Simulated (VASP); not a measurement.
# LiMo3 (Pm-3m) in VASP: a series of runs

LiMo3 is run at these levels: PBE; tasks: single point, relaxation of cell and atoms.

Program: VASP 6.6.1. These are calculated values, not measurements. Logs are shortened: lines on timing, memory, paths and dates and some standing lists are left out, and cuts for length are marked.

### Step 1. The cell of the first run

The structure is cubic, space group Pm-3m (No. 221). The conventional cell has a = 3.900 Å, b = 3.900 Å, c = 3.900 Å, α = 90.00°, β = 90.00°, γ = 90.00°. Within 3.6 Å of Li (site symmetry m-3m) lie 12 Mo at 2.76 Å. Within 3.6 Å of Mo (site symmetry 4/mmm) lie 4 Li at 2.76 Å and 8 Mo at 2.76 Å.

### Step 2. Single point, PBE

Input file INCAR:

```
SYSTEM = LiMo3
PREC = Accurate
ENCUT = 520
EDIFF = 1E-6
ISMEAR = 0
SIGMA = 0.1
LREAL = .FALSE.
LASPH = .TRUE.
NELM = 60
ALGO = Fast
ISIF = 2
LWAVE = .FALSE.
LCHARG = .FALSE.
GGA = PE
NBANDS = 30
```

Input file KPOINTS:

```
Automatic mesh
0
G
  12 12 12
  0 0 0
```

Input file POSCAR:

```
LiMo3
1.0
    3.9001167304      0.0000000000      0.0000000000
    0.0000000000      3.9001167304      0.0000000000
    0.0000000000      0.0000000000      3.9001167304
Li Mo
1 3
Direct
    0.0000000000      0.0000000000      0.0000000000
    0.0000000000      0.5000000000      0.5000000000
    0.5000000000      0.0000000000      0.5000000000
    0.5000000000      0.5000000000      0.0000000000
```

Potentials or basis: VASP PAW PBE potentials, release 64 (Li_sv, Mo_sv).

Run with:

```
cat potpaw_PBE.64/Li_sv/POTCAR potpaw_PBE.64/Mo_sv/POTCAR > POTCAR
mpirun -np 1 vasp_std > vasp.out
```

OUTCAR:

```text
SYSTEM = LiMo3
   PREC = Accurate
   ENCUT = 520
   EDIFF = 1E-6
   ISMEAR = 0
   LREAL = .FALSE.
   LASPH = .TRUE.
   NELM = 60
   ISIF = 2
   GGA = PE

 ion  position               nearest neighbor table
   1  0.000  0.000  0.000-   2 2.76   3 2.76   4 2.76   2 2.76   3 2.76   2 2.76   4 2.76   2 2.76
                             3 2.76   4 2.76   3 2.76   4 2.76
   2  0.000  0.500  0.500-   1 2.76   3 2.76   4 2.76   1 2.76   4 2.76   1 2.76   3 2.76   1 2.76
                             3 2.76   4 2.76   4 2.76   3 2.76
   3  0.500  0.000  0.500-   1 2.76   2 2.76   4 2.76   1 2.76   4 2.76   2 2.76   4 2.76   4 2.76
                             1 2.76   2 2.76   1 2.76   2 2.76
   4  0.500  0.500  0.000-   1 2.76   2 2.76   3 2.76   2 2.76   3 2.76   1 2.76   3 2.76   3 2.76
                             1 2.76   2 2.76   2 2.76   1 2.76

  LATTYP: Found a simple cubic cell.
 ALAT       =     3.9001167304

  Lattice vectors:

 A1 = (   3.9001167304,   0.0000000000,   0.0000000000)
 A2 = (   0.0000000000,   3.9001167304,   0.0000000000)
 A3 = (   0.0000000000,   0.0000000000,   3.9001167304)

Analysis of symmetry for initial positions (statically):
=====================================================================
 Subroutine PRICEL returns:
 Original cell was already a primitive cell.

 Routine SETGRP: Setting up the symmetry group for a
 simple cubic supercell.

 Subroutine GETGRP returns: Found 48 space group operations
 (whereof 48 operations were pure point group operations)
 out of a pool of 48 trial point group operations.

The static configuration has the point symmetry O_h .

Analysis of symmetry for dynamics (positions and initial velocities):
=====================================================================
 Subroutine PRICEL returns:
 Original cell was already a primitive cell.

 Routine SETGRP: Setting up the symmetry group for a
 simple cubic supercell.

 Subroutine GETGRP returns: Found 48 space group operations
 (whereof 48 operations were pure point group operations)
 out of a pool of 48 trial point group operations.

The dynamic configuration has the point symmetry O_h .

 Subroutine INISYM returns: Found 48 space group operations
 (whereof 48 operations are pure point group operations),
 and found     1 'primitive' translations

----------------------------------------------------------------------------------------

                                     Primitive cell

  volume of cell :      59.3243

[... 95 lines left out ...]
   NSW    =      0    number of steps for IOM
   IBRION =     -1    ionic relax: 0-MD 1-quasi-New 2-CG
   NFREE  =      0    steps in history (QN), initial steepest desc. (CG)
   ISIF   =      2    stress and relaxation
   ISYM   =      2    0-nonsym 1-usesym 2-fastsym
   POTIM  = 0.5000    time-step for ionic-motion
   TEBEG  =    0.0;   TEEND  =   0.0 temperature during run
   PSTRESS=    0.0 pullay stress
   NELECT =      45.0000    total number of electrons
   NUPDOWN=      -1.0000    fix difference up-down
   EMIN   =  10.00;   EMAX   =-10.00  energy-range for DOS
   EFERMI =   0.00;   METHOD = LEGACY
   ISMEAR =     0;   SIGMA  =   0.10  broadening in eV -4-tet -1-fermi 0-gaus
   EFERMI_NEDOS =   21; number of points for ismear=-14 and -15
   IALGO  =     68    algorithm
   IMIX   =      4    mixing-type and parameters
     AMIX     =   0.40;   BMIX     =  1.00
     AMIX_MAG =   1.60;   BMIX_MAG =  1.00
  volume/ion in A,a.u.               =      14.83       100.09
  Fermi-wavevector in a.u.,A,eV,Ry     =   1.493028  2.821415 30.329206  2.229134
  Thomas-Fermi vector in A             =   2.605481
   LORBIT       =      0    0 simple, 1 ext, 2 COOP (PROOUT), +10 PAW based schemes
   GGA     = PE    functional components
   LHFCALC =     F    Hartree Fock is set to
   AEXX    =    0.0000 exact exchange contribution
   IVDW    =     0    specifies the selected vdW correction
   LEPSILON=     F    determine dielectric tensor
   LRPA    =     F    only Hartree local field effects (RPA)
 non-spin polarized calculation
 RMM-DIIS sequential band-by-band and
 Gauss-broadening in eV      SIGMA  =   0.10
  energy-cutoff  :      520.00
  volume of cell :       59.32
 maximum number of plane-waves:      1628
 NGX is ok and might be reduce to    30
   NGX = 15   NGY = 15   NGZ = 15

 number of electron      44.9999983 magnetization

 Free energy of the ion-electron system (eV)
  ---------------------------------------------------
  ext. energy  EPLUGINS =         0.00000000
  ---------------------------------------------------
  free energy    TOTEN  =       -33.06071486 eV

  energy without entropy =      -33.04989559  energy(sigma->0) =      -33.05530522

 E-fermi :  10.0070     XC(G=0): -12.3963

 val. band max:       10.0003484660   @ k =   0.5000   0.2500   0.0000
 cond. band min:      10.0185688584   @ k =   0.5000   0.3333   0.2500
 fundamental gap:      0.0182203924
 Fermi energy:        10.0070184261

 k-point     1 :       0.0000    0.0000    0.0000
  band No.  band energies     occupation
      1     -50.8914      2.00000
      2     -50.5910      2.00000
      3     -50.5910      2.00000
      4     -34.2561      2.00000
      5     -25.3792      2.00000
      6     -25.3792      2.00000
[... 781 lines left out ...]
     29      12.5927      0.00000
     30      13.2374      0.00000

 [... further k-points ...]

------------------------ aborting loop because EDIFF is reached ----------------------------------------

  FORCE on cell =-STRESS in cart. coord.  units (eV):
  Direction    XX          YY          ZZ          XY          YZ          ZX
  --------------------------------------------------------------------------------------
  -------------------------------------------------------------------------------------
  Total        0.1226793      0.1226793      0.1226793     -0.0000000      0.0000000     -0.0000000
  in kB        3.3132102      3.3132102      3.3132102     -0.0000000      0.0000000     -0.0000000
  external PRESSURE =       3.3132102 kB  Pullay stress =       0.0000000 kB

 VOLUME and BASIS-vectors are now :
 -----------------------------------------------------------------------------
  energy-cutoff  :      520.00
  volume of cell :       59.32
      direct lattice vectors                 reciprocal lattice vectors
     3.900116730  0.000000000  0.000000000     0.256402582  0.000000000  0.000000000
     0.000000000  3.900116730  0.000000000     0.000000000  0.256402582  0.000000000
     0.000000000  0.000000000  3.900116730     0.000000000  0.000000000  0.256402582

 POSITION                                       TOTAL-FORCE (eV/Angst)
 -----------------------------------------------------------------------------------
      0.00000      0.00000      0.00000         0.000000      0.000000      0.000000
      0.00000      1.95006      1.95006         0.000000      0.000000      0.000000
      1.95006      0.00000      1.95006         0.000000      0.000000      0.000000
      1.95006      1.95006      0.00000         0.000000      0.000000      0.000000
 -----------------------------------------------------------------------------------
    total drift:                                0.000000      0.000000     -0.000000

  FREE ENERGIE OF THE ION-ELECTRON SYSTEM (eV)
  ---------------------------------------------------
  free  energy   TOTEN  =       -33.0607148560 eV

  energy  without entropy=      -33.0498955878  energy(sigma->0) =      -33.05530522
```

It took 3.7 min on 1 thread of AMD EPYC 7R13 (Zen 3), shared host; peak memory 0.22 GiB.

Results:

| Quantity | Value |
| --- | --- |
| Free energy | -33.0607 eV |
| Band gap on the k mesh | zero (an odd number of electrons rules out a gap without spin polarisation) |

Caveat: the cutoff is under 1.25 times the usual one of these potentials, so pressure, stress and relaxed cells hold a basis-set (Pulay) error.

### Step 3. Relaxation of cell and atoms, PBE

This run uses another cell than the first one, of 14.89 Å³/atom.

Input file INCAR:

```
ALGO = Fast ; EDIFF = 1E-6
EDIFFG = -0.01 ; ENCUT = 600
GGA = PE ; IBRION = 2
ISIF = 3 ; ISMEAR = 0
LASPH = T ; LCHARG = F
LREAL = F ; LWAVE = F
NELM = 100 ; NSW = 100
PREC = Accurate ; SIGMA = 0.1
```

Input file KPOINTS:

```
k-points
0
Gamma
  12 12 12
```

Input file POSCAR:

```
LiMo3
1.0
    3.9053811951      0.0000000000      0.0000000000
    0.0000000000      3.9053811951      0.0000000000
    0.0000000000      0.0000000000      3.9053811951
Li Mo
1 3
Direct
    0.0000000000      0.0000000000      0.0000000000
    0.0000000000      0.5000000000      0.5000000000
    0.5000000000      0.0000000000      0.5000000000
    0.5000000000      0.5000000000      0.0000000000
```

Potentials or basis: VASP PAW PBE potentials, release 64 (Li_sv, Mo_sv).

Run with:

```
cat potpaw_PBE.64/Li_sv/POTCAR potpaw_PBE.64/Mo_sv/POTCAR > POTCAR
mpirun -np 1 vasp_std > vasp.out
```

It took 7.5 min on 1 thread of AMD EPYC 7R13 (Zen 3), shared host; peak memory 0.25 GiB.

The run converged. Its results:

```yaml
Free_energy: -33.0620 eV
Relaxed_volume: 14.85 Å³/atom
Relaxed_cell: a = 3.902 Å, b = 3.902 Å, c = 3.902 Å, α = 90.00°, β = 90.00°, γ = 90.00°
Space_group_after_relaxing_to_0.1_Å: Pm-3m (No. 221)
Energy_gained_by_relaxing: 0.1 meV/atom
Ionic_steps: 3
Pressure_after_relaxing: -0.1 GPa
Band_gap_on_the_k_mesh: zero (an odd number of electrons rules out a gap without spin polarisation)
```

Step by step:
```
step  energy change (eV)  largest force (eV/Å)  pressure (GPa)  volume (Å³)
   1              0.0000                0.0000           -0.51        59.56
   2              0.0003                0.0000            0.76        59.16
   3             -0.0003                0.0000           -0.07        59.39
```

Final structure:
```
CELL_PARAMETERS angstrom
3.90165 0.00000 0.00000
0.00000 3.90165 0.00000
0.00000 0.00000 3.90165
ATOMIC_POSITIONS crystal
Li 0.00000 0.00000 0.00000
Mo 0.00000 0.50000 0.50000
Mo 0.50000 0.00000 0.50000
Mo 0.50000 0.50000 0.00000
```

Levels at points of the mesh, in eV from the Fermi level:
```
           k point  band 21  band 22  band 23  band 24  band 25  band 26
(0.00, 0.00, 0.00)     1.07     1.07     1.07     2.90     3.08     3.36
(0.50, 0.00, 0.00)    -0.71    -0.71     0.05     0.13     0.51     1.25
(0.50, 0.50, 0.00)    -1.93    -0.60    -0.60     0.56     0.56     0.62
(0.50, 0.50, 0.50)     0.83     0.83     0.83     0.95     0.95     0.95
```

Caveat: the cutoff is under 1.25 times the usual one of these potentials, so pressure, stress and relaxed cells hold a basis-set (Pulay) error.
